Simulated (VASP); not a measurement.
**SnSe: single point with r2SCAN**

The system is SnSe.

```
Sn Se
1.0
     0.00000    3.00211    3.00211
     2.90995    0.00000    3.00211
     2.90995    3.00211    0.00000
Sn Se
1 1
Direct
  0.00000 0.00000 0.00000
  0.50000 0.50000 0.50000
```

This cell differs from its parent crystal: uniaxial x strain -3.1%.

```yaml
Program: VASP 6.6.1
Task: single point
Functional: r2SCAN
Potentials_or_basis: VASP PAW PBE potentials, release 64 (Sn_d, Se)
Cutoff: 520 eV
k_mesh: 8 × 8 × 8
Occupations: gaussian, width 0.01 eV
Spin: no spin polarisation
Dipole_correction: no
Further_INCAR_settings: ALGO = Normal; EDIFF = 1e-06; NBANDS = 17
```

- Pressure: 2.3 GPa
- Band gap on the k mesh: 0.67 eV

Stress tensor (GPa, compression positive):
```
5.45 0.00 0.00
0.00 0.69 0.00
0.00 0.00 0.69
```

Levels at points of the mesh, in eV from the valence-band top:
```tsv
k point	band 8	band 9	band 10	band 11	band 12	band 13
(0.00, 0.00, 0.00)	-2.95	-2.62	-2.62	4.28	4.28	5.11
(0.50, 0.00, 0.00)	-2.48	-2.42	0.00	0.67	1.05	1.25
(0.50, 0.50, 0.00)	-6.18	-4.43	-4.06	3.05	5.37	6.22
(0.00, 0.50, 0.50)	-6.25	-4.32	-4.32	2.94	5.62	5.62
```

It took 2.5 min on 1 thread of Intel Xeon 8259CL, on a shared host, peak memory 0.22 GiB.

Caveat: the cell differs from its parent crystal (uniaxial x strain -3.1%); the structure was generated, so it needn't be the stable form of SnSe; semilocal functionals underestimate gaps, and a narrow one can read as zero; the PAW data sets were made with another functional, which shifts forces and pressure a little; spin-orbit coupling is left out, which moves the levels of the heavy elements. A k mesh can miss the band edges.
